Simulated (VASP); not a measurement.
Here is a VASP 6.6.1 calculation.

The input INCAR:

```
SYSTEM = Be
ALGO = Normal
EDIFF = 1E-6
ENCUT = 600
GGA = PE
GGA_COMPAT = .False.
ISIF = 2
ISMEAR = 0
LASPH = .True.
LCHARG = .False.
LREAL = .False.
LWAVE = .False.
NBANDS = 9
NELM = 120
PREC = Accurate
SIGMA = 0.1
```

File KPOINTS:

```
k-points
0
Gamma
  9 9 4
  0 0 0
```

Contents of POSCAR:

```
Be
1.0
    2.2647826536      0.0000000000      0.0000000000
   -1.1323913268      1.9613593121      0.0000000000
    0.0000000000      0.0000000000      3.5741024600
Be
2
Direct
    0.3333333300      0.6666666700      0.7500000000
    0.6666666700      0.3333333300      0.2500000000
```

Potentials or basis: VASP PAW PBE potentials, release 64 (Be).

Run with:

```bash
$ cat potpaw_PBE.64/Be/POTCAR > POTCAR
$ mpirun -np 1 vasp_std > vasp.out
```

What does it give for the pressure?

-0.4 GPa.

What does it give for the band gap on the k mesh?

Zero (bands 2 and 3 overlap by 2.09 eV).

Stress tensor (GPa, compression positive):
```
 0.91  0.00  0.00
 0.00  0.91  0.00
 0.00  0.00 -2.94
```

Caveat: the k points lie up to 0.44 Å⁻¹ apart, too coarse for converged energies and pressures of a metal.
